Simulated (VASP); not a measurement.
## TiO2: single point with PBE+U

Crystal: TiO2.

```
CELL_PARAMETERS angstrom
4.54535 0.00000 0.00000
0.00000 5.51962 0.00000
0.00000 0.00000 4.90920
ATOMIC_POSITIONS crystal
Ti 0.00000 0.17299 0.75000
Ti 0.50000 0.32701 0.25000
Ti 0.00000 0.82701 0.25000
Ti 0.50000 0.67299 0.75000
O 0.27145 0.38172 0.91865
O 0.77145 0.11828 0.08135
O 0.22855 0.11828 0.41865
O 0.72855 0.38172 0.58135
O 0.27145 0.61828 0.41865
O 0.77145 0.88172 0.58135
O 0.22855 0.88172 0.91865
O 0.72855 0.61828 0.08135
```

- Program: VASP 6.6.1
- Task: single point
- Functional: PBE
- Potentials or basis: VASP PAW PBE potentials, release 64 (Ti_sv, O)
- Cutoff: 520 eV
- k mesh: 6 × 5 × 6
- Occupations: fermi-dirac, width 0.05 eV
- Spin: no spin polarisation
- Hubbard terms: Ti d U = 3.0 eV
- Dipole correction: no
- Further INCAR settings: ALGO = Normal; EDIFF = 1e-06; NBANDS = 60

```yaml
Pressure: 10.6 GPa
Largest_force: 0.372 eV/Å
Band_gap_on_the_k_mesh: 2.95 eV (least direct gap 3.02 eV)
```

Forces in eV/Å, atoms in the order of the input:
```
Ti   0.000 -0.372  0.000
Ti   0.000  0.372  0.000
Ti   0.000  0.372  0.000
Ti   0.000 -0.372  0.000
O    0.068  0.277  0.014
O    0.068 -0.277 -0.014
O   -0.068 -0.277  0.014
O   -0.068  0.277 -0.014
O    0.068 -0.277  0.014
O    0.068  0.277 -0.014
O   -0.068  0.277  0.014
O   -0.068 -0.277 -0.014
```

Stress tensor (GPa, compression positive):
```
11.06  0.00  0.00
 0.00  9.50  0.00
 0.00  0.00 11.38
```

Levels at points of the mesh, in eV from the valence-band top:
```tsv
k point	band 45	band 46	band 47	band 48	band 49	band 50	band 51	band 52
(0.00, 0.00, 0.00)	-0.51	-0.41	-0.03	0.00	3.02	3.05	3.13	3.17
(0.50, 0.00, 0.00)	-0.46	-0.46	-0.24	-0.24	3.44	3.44	3.62	3.62
(0.00, 0.00, 0.50)	-0.41	-0.41	-0.31	-0.31	2.95	2.95	3.42	3.42
(0.50, 0.00, 0.50)	-0.50	-0.50	-0.50	-0.50	3.32	3.32	3.32	3.32
```

Eigenvalues of the final occupation matrices:
```
    site  spin  trace               eigenvalues
site 1 d     1   0.83  0.10 0.10 0.12 0.25 0.26
site 1 d     2   0.83  0.10 0.10 0.12 0.25 0.26
site 2 d     1   0.83  0.10 0.10 0.12 0.25 0.26
site 2 d     2   0.83  0.10 0.10 0.12 0.25 0.26
site 3 d     1   0.83  0.10 0.10 0.12 0.25 0.26
site 3 d     2   0.83  0.10 0.10 0.12 0.25 0.26
site 4 d     1   0.83  0.10 0.10 0.12 0.25 0.26
site 4 d     2   0.83  0.10 0.10 0.12 0.25 0.26
```

It took 5.4 min on 1 thread of Oxide Virtual Turin-like Processor (shared host), peak memory 0.35 GiB.

Caveat: the cell stands under pressure; an odd mesh through Γ misses points on the zone boundary, where band edges can lie.
